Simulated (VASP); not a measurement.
Wanted: the native input for a VASP 6.6.1 run.

```yaml
Task: single point
Functional: PBEsol
Potentials_or_basis: VASP PAW PBE potentials, release 64 (Si, Ge_d)
Cutoff: 520 eV
k_mesh: 2 × 2 × 2
Occupations: gaussian, width 0.05 eV
Spin: no spin polarisation
Dipole_correction: no
Further_INCAR_settings: LREAL = Auto; ALGO = Normal; EDIFF = 1e-06; NBANDS = 53
```

The structure of Si16Ge (a cell with a defect) lies in POSCAR:

```
Si16Ge
1.0
    0.0000000000      5.4300000000      5.4300000000
    5.4300000000      0.0000000000      5.4300000000
    5.4300000000      5.4300000000      0.0000000000
Si Ge
16 1
Direct
   -0.0021492634      0.0185004604     -0.0143323204
    0.1064935543      0.1269572744      0.1393541436
   -0.0348184162      0.0115285451      0.5116237569
    0.1132876611      0.1599749540      0.6133519337
   -0.0021408840      0.4977563536     -0.0143206262
    0.1502593002      0.6501583794      0.0492128913
    0.0236933702      0.5236000000      0.4288683241
    0.1132214549      0.6131551565      0.6133892265
    0.4748822284     -0.0251927256      0.0753021179
    0.6270689687      0.1269529466      0.1393627072
    0.5115467772      0.0115147330      0.5116397790
    0.6014326888      0.1012733886      0.6957455801
    0.5185919890      0.4977459484     -0.0143155617
    0.6270523941      0.6064146409      0.1393590239
    0.5116534991      0.4649848066      0.5116089319
    0.6600719153      0.6131967772      0.6133860958
    0.3123447514      0.8119453039      0.5631268877
```

These files were run (other wordings do the same):

INCAR

```
PREC = Accurate ; ENCUT = 520
EDIFF = 1E-6 ; ISMEAR = 0
SIGMA = 0.05 ; LREAL = Auto
LASPH = T ; NELM = 60
ALGO = Normal ; ISIF = 2
LWAVE = F ; LCHARG = T
GGA = PS ; LELF = T
LVHAR = T ; NBANDS = 53
```

KPOINTS

```
regular mesh
0
Gamma
  2 2 2
```

Potentials or basis: VASP PAW PBE potentials, release 64 (Si, Ge_d).

Launch:

```console
$ cat potpaw_PBE.64/Si/POTCAR potpaw_PBE.64/Ge_d/POTCAR > POTCAR
$ mpirun -np 1 vasp_std > vasp.out
```

Results of the run:

```
Pressure               : 3.4 GPa
Largest force          : 0.047 eV/Å
Band gap on the k mesh : 0.14 eV
```

Caveat: the k points lie up to 0.50 Å⁻¹ apart; the PAW data sets were made with another functional, which shifts forces and pressure a little.

It took 120 s on 1 thread of Intel(R) Xeon(R) 6975P-C (Granite Rapids), with other jobs on the host, peak memory 0.49 GiB.
